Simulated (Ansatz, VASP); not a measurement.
# One calculation of InO, two programs

Contents of INCAR:

```
SYSTEM = InO
PREC = Accurate
ENCUT = 520
EDIFF = 1E-6
ISMEAR = 0
SIGMA = 0.03
LREAL = .FALSE.
LASPH = .TRUE.
NELM = 60
ALGO = Normal
ISIF = 2
LWAVE = .FALSE.
LCHARG = .FALSE.
GGA = PE
NBANDS = 27
```

KPOINTS

```
Automatic mesh
0
G
  12 12 2
  0 0 0
```

The input POSCAR:

```
InO
1.0
    3.5399541463      0.0000000000      0.0000000000
   -1.7699770732      3.0656902189      0.0000000000
    0.0000000000      0.0000000000     15.4801725000
In O
2 2
Direct
    0.6666666667      0.3333333333      0.5900210000
    0.6666666667      0.3333333333      0.4099790000
    0.0000000000      0.0000000000      0.6398670000
    0.0000000000      0.0000000000      0.3601330000
```

Input for Ansatz:

```yaml
crystal:
  lattice:
    - [3.5399541463, 0.0, 0.0]
    - [-1.7699770732, 3.0656902189, 0.0]
    - [0.0, 0.0, 15.4801725]
  atoms:
    - { symbol: In, position: [0.6666666667, 0.3333333333, 0.590021] }
    - { symbol: In, position: [0.6666666667, 0.3333333333, 0.409979] }
    - { symbol: O, position: [0.0, 0.0, 0.639867] }
    - { symbol: O, position: [0.0, 0.0, 0.360133] }
basis:
  ecutwfc: 420
kpoints:
  mp_grid: { grid: [12, 12, 2] }
hamiltonian:
  xc: pbe
scf:
  occupations: { method: gaussian, width: 0.03 }
output:
  forces: true
  stress: true
  eigenvalues: true
  write_density: true
  write_potential: true
  elf: true
  volumetric_format: npy
```

Change from the starting cell: strain +0.025 along x and y, -0.025 along z, atoms carried along.

Alike in both runs: task single point; functional PBE; k mesh 12 × 12 × 2; occupations gaussian, width 0.03 eV; no spin polarisation.

```csv
,VASP,Ansatz
version,VASP 6.6.1,Ansatz 0.2.0
potentials or method,"VASP PAW PBE potentials, release 64 (In_d, O), cutoff 520 eV","scalar-relativistic, plane waves, PAW"
valence electrons in the cell,38,38
```

```csv
,VASP,Ansatz,Ansatz less VASP
gap on the k mesh at the Fermi level (eV),0.43,0.45,+0.016
least direct gap on the mesh (eV),0.94,0.95,+0.011
rms of the force components (eV/Å),0.267,0.283,+0.0159
```

Atom by atom the forces differ by 0.017 eV/Å (rms over components). The functional is the same, so the differences come from potentials, cutoffs and numerics. Ansatz's warnings: xc potential rough in thin density.
